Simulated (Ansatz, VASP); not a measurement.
# One calculation of HfGe3, two programs

```xyz
4
Lattice="4.1894 0.0000 0.0000 0.0000 4.1894 0.0000 0.0000 0.0000 4.1894" Properties=species:S:1:pos:R:3 pbc="T T T"
Hf    0.0000    0.0000    0.0000
Ge    0.0000    2.0947    2.0947
Ge    2.0947    2.0947    0.0000
Ge    2.0947    0.0000    2.0947
```

Alike in both runs: task single point; functional LDA; k mesh 8 × 8 × 8; occupations gaussian, width 0.05 eV; no spin polarisation.

|  | VASP | Ansatz |
| --- | --- | --- |
| version | VASP 6.6.1 | Ansatz 0.2.0 |
| potentials or method | VASP PAW LDA potentials, release 64 (Hf_pv, Ge_d), cutoff 520 eV | scalar-relativistic, plane waves, PAW |
| valence electrons in the cell | 52 | 68 |

Ansatz gave:

| Item | Value |
| --- | --- |
| gap on the k mesh at the Fermi level (eV) | none |
| pressure (GPa) | -6.7 |

What did VASP give for the same quantities?

gap on the k mesh at the Fermi level (eV): none; pressure (GPa): -6.9.

LDA's correlation is that of Perdew and Zunger in VASP and of Perdew and Wang (1992) in Ansatz. A gap of «none» marks a metal or a gap that the smearing closes. VASP's potentials hold 52 valence electrons a cell and Ansatz's 68, so a difference there can come from the potentials and not from the codes.

Neither program's run includes spin-orbit coupling.
